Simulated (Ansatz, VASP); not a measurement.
**Two plane-wave programs on Sc2F3**

File INCAR:

```
  PREC = Accurate
  ENCUT = 600
  EDIFF = 1E-7
  ISMEAR = 0
  SIGMA = 0.2
  LREAL = False
  LASPH = True
  NELM = 120
  ALGO = Normal
  ISIF = 3
  LWAVE = False
  LCHARG = False
  GGA = PE
  IBRION = 2
  NSW = 36
  EDIFFG = -0.08
  GGA_COMPAT = False
  NELMIN = 4
```

KPOINTS

```
Automatic mesh
0
Gamma
  5 5 2
```

Contents of POSCAR:

```
Sc2F3
1.0
    3.3928463600      0.0000000000      0.0000000000
   -1.6964231800      2.9382911300      0.0000000000
    0.0000000000      0.0000000000     11.6373215500
Sc F
4 6
Direct
    0.0000000000      0.0000000000      0.0000000000
    0.0000000000      0.0000000000      0.5000000000
    0.3333333300      0.6666666700      0.2500000000
    0.6666666700      0.3333333300      0.7500000000
    0.3333333300      0.6666666700      0.0784859700
    0.6666666700      0.3333333300      0.5784859700
    0.6666666700      0.3333333300      0.9215140300
    0.3333333300      0.6666666700      0.4215140300
    0.0000000000      0.0000000000      0.2500000000
    0.0000000000      0.0000000000      0.7500000000
```

Input for Ansatz:

```yaml
crystal:
  lattice:
    - [3.39284636, 0.0, 0.0]
    - [-1.69642318, 2.93829113, 0.0]
    - [0.0, 0.0, 11.63732155]
  atoms:
    - { symbol: Sc, position: [0.0, 0.0, 0.0] }
    - { symbol: Sc, position: [0.0, 0.0, 0.5] }
    - { symbol: Sc, position: [0.33333333, 0.66666667, 0.25] }
    - { symbol: Sc, position: [0.66666667, 0.33333333, 0.75] }
    - { symbol: F, position: [0.33333333, 0.66666667, 0.07848597] }
    - { symbol: F, position: [0.66666667, 0.33333333, 0.57848597] }
    - { symbol: F, position: [0.66666667, 0.33333333, 0.92151403] }
    - { symbol: F, position: [0.33333333, 0.66666667, 0.42151403] }
    - { symbol: F, position: [0.0, 0.0, 0.25] }
    - { symbol: F, position: [0.0, 0.0, 0.75] }
basis:
  ecutwfc: 420
kpoints:
  mp_grid: { grid: [5, 5, 2] }
hamiltonian:
  xc: pbe
scf:
  occupations: { method: gaussian, width: 0.2 }
  lower_state_search: "off"
output:
  forces: true
  stress: true
  eigenvalues: true
relax:
  adjacent_minimum: "off"
  f_tol: 0.08
  max_steps: 16
  cell: { stress_tol: 0.8 }
```

Change from the starting cell: species swapped into the Be3N2 type (P6_3/mmc, No. 194).

Alike in both runs: task relaxation of cell and atoms; functional PBE; k mesh 5 × 5 × 2; occupations gaussian, width 0.2 eV; no spin polarisation.

|  | VASP | Ansatz |
| --- | --- | --- |
| version | VASP 6.6.1 | Ansatz 0.2.0 |
| potentials or method | VASP PAW PBE potentials, release 64 (Sc_sv, F), cutoff 600 eV | scalar-relativistic, plane waves, PAW |
| valence electrons in the cell | 86 | 86 |

Ansatz gave:

* gap on the k mesh at the Fermi level, each at its own relaxed structure (eV): none
* relaxed volume (Å³/atom): 14.31
* relaxed length of the cell vector where the two differ most in proportion (Å): 11.808

**Question.** Which values does VASP return?

**Answer.** gap on the k mesh at the Fermi level, each at its own relaxed structure (eV): none; relaxed volume (Å³/atom): 14.37; relaxed length of the cell vector where the two differ most in proportion (Å): 11.730.

A gap of «none» marks a metal or a gap that the smearing closes.

The k mesh is coarse, so the values compare programs but aren't converged. Noted on VASP's run: the volume moved by over 15 % at a fixed basis, so the end points are rough.
